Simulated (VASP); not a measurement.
Pb, 1 atom in the cell. Symmetry: Fm-3m, No. 225, cubic system. The conventional cell has a = 4.950 Å, b = 4.950 Å, c = 4.950 Å, α = 90.00°, β = 90.00°, γ = 90.00°. Within 4.6 Å of Pb (site symmetry m-3m) lie 12 Pb at 3.50 Å. 

| Item | Value |
| --- | --- |
| Program | VASP 6.6.1 |
| Task | relaxation of cell and atoms |
| Functional | PBEsol |
| Potentials or basis | VASP PAW PBE potentials, release 64 (Pb_d) |
| Cutoff | 600 eV |
| k mesh | 9 × 9 × 9 |
| Occupations | fermi-dirac, width 0.05 eV |
| Spin | no spin polarisation |
| Dipole correction | no |
| Further INCAR settings | ALGO = Normal; EDIFF = 1e-06; IBRION = 2; EDIFFG = -0.03; NSW = 80; ISIF = 3 |

Potentials or basis: VASP PAW PBE potentials, release 64 (Pb_d).

Run with:

```sh
$ cat potpaw_PBE.64/Pb_d/POTCAR > POTCAR
$ mpirun -np 1 vasp_std > vasp.out
```

Hardware: 1 thread of Intel(R) Xeon(R) Platinum 8488C (Sapphire Rapids), on a shared host.

Task: Estimate the wall time of this run.

Result: Run time: 16 s on 1 thread of Intel(R) Xeon(R) Platinum 8488C (Sapphire Rapids), with other jobs on the host, peak memory 0.17 GiB. Counts: scf iterations 23, k points 35, ion steps 3.
